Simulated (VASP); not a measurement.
# SrO (Fm-3m) in VASP: single point with PBEsol

Aim: the single point of SrO with PBEsol.

Program: VASP 6.6.1. These are calculated values, not measurements. Logs are shortened: lines on timing, memory, paths and dates and some standing lists are left out, and cuts for length are marked.

## (1) The cell of the first run

Symmetry: Fm-3m, No. 225, cubic system. The conventional cell has a = 5.133 Å, b = 5.133 Å, c = 5.133 Å, α = 90.00°, β = 90.00°, γ = 90.00°. Within 3.4 Å of Sr (site symmetry m-3m) lie 6 O at 2.57 Å. O (site symmetry m-3m) has 6 Sr at 2.57 Å within 3.4 Å.

## (2) Single point, PBEsol

INCAR reads:

```
ALGO = Normal
EDIFF = 1E-6
ENCUT = 600
GGA = PS
GGA_COMPAT = F
ISIF = 2
ISMEAR = 1
LASPH = T
LCHARG = T
LELF = T
LREAL = F
LVHAR = T
LWAVE = F
NBANDS = 15
NELM = 120
PREC = Accurate
SIGMA = 0.02
```

KPOINTS reads:

```
k-points
0
Gamma
  5 5 5
```

POSCAR reads:

```
SrO
1.0
    0.0000000000      2.5663000000      2.5663000000
    2.5663000000      0.0000000000      2.5663000000
    2.5663000000      2.5663000000      0.0000000000
Sr O
1 1
Direct
    0.5000000000      0.5000000000      0.5000000000
    0.0000000000      0.0000000000      0.0000000000
```

Potentials or basis: VASP PAW PBE potentials, release 64 (Sr_sv, O).

On the command line:

```
> cat potpaw_PBE.64/Sr_sv/POTCAR potpaw_PBE.64/O/POTCAR > POTCAR
> mpirun -np 1 vasp_std > vasp.out
```

OUTCAR:

```text
EDIFF = 1E-6
   ENCUT = 600
   GGA = PS
   ISIF = 2
   ISMEAR = 1
   LASPH = T
   LREAL = F
   NELM = 120
   PREC = Accurate

 ion  position               nearest neighbor table
   1  0.500  0.500  0.500-   2 2.57   2 2.57   2 2.57   2 2.57   2 2.57   2 2.57
   2  0.000  0.000  0.000-   1 2.57   1 2.57   1 2.57   1 2.57   1 2.57   1 2.57

  LATTYP: Found a face centered cubic cell.
 ALAT       =     5.1326000000

  Lattice vectors:

 A1 = (   0.0000000000,   2.5663000000,   2.5663000000)
 A2 = (   2.5663000000,   0.0000000000,   2.5663000000)
 A3 = (   2.5663000000,   2.5663000000,   0.0000000000)

Analysis of symmetry for initial positions (statically):
=====================================================================
 Subroutine PRICEL returns:
 Original cell was already a primitive cell.

 Routine SETGRP: Setting up the symmetry group for a
 face centered cubic supercell.

 Subroutine GETGRP returns: Found 48 space group operations
 (whereof 48 operations were pure point group operations)
 out of a pool of 48 trial point group operations.

The static configuration has the point symmetry O_h .

Analysis of symmetry for dynamics (positions and initial velocities):
=====================================================================
 Subroutine PRICEL returns:
 Original cell was already a primitive cell.

 Routine SETGRP: Setting up the symmetry group for a
 face centered cubic supercell.

 Subroutine GETGRP returns: Found 48 space group operations
 (whereof 48 operations were pure point group operations)
 out of a pool of 48 trial point group operations.

The dynamic configuration has the point symmetry O_h .

 Subroutine INISYM returns: Found 48 space group operations
 (whereof 48 operations are pure point group operations),
 and found     1 'primitive' translations

----------------------------------------------------------------------------------------

                                     Primitive cell

  volume of cell :      33.8028

  direct lattice vectors                    reciprocal lattice vectors
     0.000000000  2.566300000  2.566300000    -0.194833028  0.194833028  0.194833028
     2.566300000  0.000000000  2.566300000     0.194833028 -0.194833028  0.194833028
     2.566300000  2.566300000  0.000000000     0.194833028  0.194833028 -0.194833028

  length of vectors
     3.629296265  3.629296265  3.629296265     0.337460704  0.337460704  0.337460704

  position of ions in fractional coordinates (direct lattice)
     0.500000000  0.500000000  0.500000000
     0.000000000  0.000000000  0.000000000
[... 74 lines left out ...]
   NUPDOWN=      -1.0000    fix difference up-down
   EMIN   =  10.00;   EMAX   =-10.00  energy-range for DOS
   EFERMI =   0.00;   METHOD = LEGACY
   ISMEAR =     1;   SIGMA  =   0.02  broadening in eV -4-tet -1-fermi 0-gaus
   EFERMI_NEDOS =   21; number of points for ismear=-14 and -15
   IALGO  =     38    algorithm
   IMIX   =      4    mixing-type and parameters
     AMIX     =   0.40;   BMIX     =  1.00
     AMIX_MAG =   1.60;   BMIX_MAG =  1.00
  volume/ion in A,a.u.               =      16.90       114.06
  Fermi-wavevector in a.u.,A,eV,Ry     =   1.275843  2.410995 22.147245  1.627777
  Thomas-Fermi vector in A             =   2.408533
   LORBIT       =      0    0 simple, 1 ext, 2 COOP (PROOUT), +10 PAW based schemes
   GGA     = PS    functional components
   LHFCALC =     F    Hartree Fock is set to
   AEXX    =    0.0000 exact exchange contribution
   IVDW    =     0    specifies the selected vdW correction
   LEPSILON=     F    determine dielectric tensor
   LRPA    =     F    only Hartree local field effects (RPA)
 non-spin polarized calculation
 Methfessel and Paxton  Order N= 1 SIGMA  =   0.02
  energy-cutoff  :      600.00
  volume of cell :       33.80
 maximum number of plane-waves:      1143
 NGX is ok and might be reduce to    30
   NGX = 15   NGY = 15   NGZ = 15

 number of electron      15.9999997 magnetization

 Free energy of the ion-electron system (eV)
  ---------------------------------------------------
  ext. energy  EPLUGINS =         0.00000000
  ---------------------------------------------------
  free energy    TOTEN  =       -12.64043135 eV

  energy without entropy =      -12.64045918  energy(sigma->0) =      -12.64044063

 E-fermi :   1.5317     XC(G=0): -10.3032

 val. band max:        1.5148742593   @ k =   0.0000   0.0000   0.0000
 cond. band min:       4.8557148125   @ k =   0.4000   0.4000   0.0000
 fundamental gap:      3.3408405532
 Fermi energy:         1.5317118701

 k-point     1 :       0.0000    0.0000    0.0000
  band No.  band energies     occupation
      1     -30.7041      2.00000
      2     -13.4898      2.00000
      3     -12.3510      2.00000
      4     -12.3510      2.00000
      5     -12.3510      2.00000
      6       1.5149      2.00000
      7       1.5149      2.00000
      8       1.5149      2.00000
      9       5.3758      0.00000
     10       7.6878      0.00000
     11       7.6878      0.00000
     12       7.6878      0.00000
     13       9.8953      0.00000
     14       9.8953      0.00000
[... 149 lines left out ...]
      2     -14.3674      2.00000
      3     -12.9157      2.00000
      4     -12.8427      2.00000
      5     -11.7563      2.00000
      6       0.3058      2.00000
      7       0.8002      2.00000
      8       1.1092      2.00000
      9       6.7361      0.00000
     10       8.4915      0.00000
     11      10.2600      0.00000
     12      11.9374      0.00000
     13      12.7205      0.00000
     14      14.4190      0.00000
     15      15.3107      0.00000

------------------------ aborting loop because EDIFF is reached ----------------------------------------

  FORCE on cell =-STRESS in cart. coord.  units (eV):
  Direction    XX          YY          ZZ          XY          YZ          ZX
  --------------------------------------------------------------------------------------
  -------------------------------------------------------------------------------------
  Total       -0.0006602     -0.0006602     -0.0006602     -0.0000000      0.0000000      0.0000000
  in kB       -0.0312925     -0.0312925     -0.0312925     -0.0000000      0.0000000      0.0000000
  external PRESSURE =      -0.0312925 kB  Pullay stress =       0.0000000 kB

 VOLUME and BASIS-vectors are now :
 -----------------------------------------------------------------------------
  energy-cutoff  :      600.00
  volume of cell :       33.80
      direct lattice vectors                 reciprocal lattice vectors
     0.000000000  2.566300000  2.566300000    -0.194833028  0.194833028  0.194833028
     2.566300000  0.000000000  2.566300000     0.194833028 -0.194833028  0.194833028
     2.566300000  2.566300000  0.000000000     0.194833028  0.194833028 -0.194833028

 POSITION                                       TOTAL-FORCE (eV/Angst)
 -----------------------------------------------------------------------------------
      2.56630      2.56630      2.56630        -0.000000     -0.000000      0.000000
      0.00000      0.00000      0.00000         0.000000      0.000000     -0.000000
 -----------------------------------------------------------------------------------
    total drift:                               -0.000000      0.000000      0.000000

  FREE ENERGIE OF THE ION-ELECTRON SYSTEM (eV)
  ---------------------------------------------------
  free  energy   TOTEN  =       -12.6404313493 eV

  energy  without entropy=      -12.6404591793  energy(sigma->0) =      -12.64044063
```

stdout:

```text
POSCAR found type information on POSCAR SrO
 POSCAR found :  2 types and       2 ions
 scaLAPACK will be used
 -----------------------------------------------------------------------------
|                                                                             |
|                                                                             |
|     You enforced a specific xc type in the INCAR file but a different       |
|     I HOPE YOU KNOW WHAT YOU ARE DOING!                                     |
|                                                                             |
 -----------------------------------------------------------------------------

 LDA part: xc-table for (Slater+PW92), standard interpolation
 POSCAR, INCAR and KPOINTS ok, starting setup
 FFT: planning ... GRIDC
 FFT: planning ... GRID_SOFT
 FFT: planning ... GRID
 WAVECAR not read
 entering main loop
```

Run time: 14 s. Hardware: 1 thread of Intel Xeon 8259CL, shared host; peak memory 0.17 GiB.

Results:

| Quantity | Value |
| --- | --- |
| Free energy | -12.6404 eV |
| Pressure | 0.0 GPa |
| Band gap on the k mesh | 3.34 eV, indirect (least direct gap 3.45 eV) |

Caveat: the k points lie up to 0.42 Å⁻¹ apart; the PAW data sets were made with another functional, which shifts forces and pressure a little.
